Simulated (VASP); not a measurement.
Wanted: the native input for a VASP 6.6.1 run.

```
Task                   : single point
Functional             : PBE
Potentials or basis    : VASP PAW PBE potentials, release 64 (Nd, Cu)
Cutoff                 : 600 eV
k mesh                 : 8 × 8 × 8
Occupations            : gaussian, width 0.05 eV
Spin                   : collinear spin, ferromagnetic start
Starting moments       : [3.37, 0.06, 0.06, 0.06] μB
Hubbard terms          : Nd f U = 6.0 eV
Dipole correction      : no
Further INCAR settings : ALGO = Normal; EDIFF = 1e-06; NBANDS = 36
```

The structure of NdCu3 lies in POSCAR:

```
NdCu3
1.0
    4.2012074387      0.0000000000      0.0000000000
    0.0000000000      4.2012074387      0.0000000000
    0.0000000000      0.0000000000      4.2012074387
Nd Cu
1 3
Direct
    0.0000000000      0.0000000000      0.0000000000
    0.0000000000      0.5000000000      0.5000000000
    0.5000000000      0.5000000000      0.0000000000
    0.5000000000      0.0000000000      0.5000000000
```

One way to write it, as run:

INCAR

```
SYSTEM = NdCu3
PREC = Accurate
ENCUT = 600
EDIFF = 1E-6
ISMEAR = 0
SIGMA = 0.05
LREAL = .False.
LASPH = .True.
NELM = 200
ALGO = Normal
ISIF = 2
LWAVE = .False.
LCHARG = .False.
ISPIN = 2
MAGMOM = 3.37 0.06 0.06 0.06
LORBIT = 11
LMAXMIX = 6
LDAU = .True.
LDAUTYPE = 2
LDAUL = 3 -1
LDAUU = 6 0
LDAUJ = 0 0
LDAUPRINT = 1
GGA = PE
NBANDS = 36
GGA_COMPAT = .False.
```

KPOINTS

```
Automatic mesh
0
Gamma
  8 8 8
  0 0 0
```

Potentials or basis: VASP PAW PBE potentials, release 64 (Nd, Cu).

Run with:

```sh
$ cat potpaw_PBE.64/Nd/POTCAR potpaw_PBE.64/Cu/POTCAR > POTCAR
$ mpirun -np 1 vasp_std > vasp.out
```

It gave:

* Pressure: 0.1 GPa
* Net moment: 3.42 μB per cell
* Site moments: Nd +2.93; Cu +0.03 μB
* Valence electrons inside the program's atomic spheres: Nd 10.97; Cu 9.87

Caveat: the magnetic or orbital state may not be the lowest.

Run time: 13 min on 1 thread of Intel Xeon 8259CL, with other jobs on the host, peak memory 0.37 GiB.
